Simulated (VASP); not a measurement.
The system is Ga2SnSe4.

```
Ga Sn Se
1.0
    -3.70000    3.70000    3.10000
     3.70000   -3.70000    3.10000
     3.70000    3.70000   -3.10000
Ga Sn Se
2 1 4
Direct
  0.00000 0.50000 0.50000
  0.50000 0.00000 0.50000
  0.00000 0.00000 0.00000
  0.07200 0.92800 0.50000
  0.42800 0.57200 0.50000
  0.92800 0.42800 0.85600
  0.57200 0.07200 0.14400
```

This cell differs from its parent crystal: atoms taken out.

```yaml
Program: VASP 6.6.1
Task: relaxation of cell and atoms
Functional: PBE
Potentials_or_basis: VASP PAW PBE potentials, release 64 (Ga_d, Sn_d, Se)
Cutoff: 600 eV
k_mesh: 3 × 3 × 3
Occupations: gaussian, width 0.15 eV
Spin: no spin polarisation
```

At the start: pressure 3.8 GPa; volume 24.25 Å³/atom.

Task: How do energy, volume and symmetry change on relaxing?

Result: Over 5 steps the energy falls by 21.5 meV/atom and the volume is 26.20 Å³/atom (+8.1 %); space group I422 (No. 97, to 0.1 Å) before and after.

The path:
```tsv
step	energy change (eV)	largest force (eV/Å)	pressure (GPa)	volume (Å³)
1	0.0000	0.1781	3.83	169.76
2	-0.0898	0.5099	-1.32	184.40
3	-0.1132	0.3106	0.11	179.56
4	-0.1310	0.2309	0.06	180.84
5	-0.1508	0.0664	0.09	183.43
```

Final structure:
```
Ga Sn Se
1.0
    -3.81811    3.81811    3.14573
     3.81811   -3.81811    3.14573
     3.81811    3.81811   -3.14573
Ga Sn Se
2 1 4
Cartesian
  3.8181 0.0000 0.0000
  0.0000 3.8181 0.0000
  0.0000 0.0000 0.0000
  5.1526 -1.3345 1.5729
  2.4836 1.3345 1.5729
  1.3345 5.1526 1.5729
  -1.3345 2.4836 1.5729
```

Caveat: the k points lie up to 0.43 Å⁻¹ apart in the final cell; the cell differs from its parent crystal (atoms taken out); the relaxation stopped at a loose force limit of 0.08 eV/Å, so its end isn't a converged minimum.
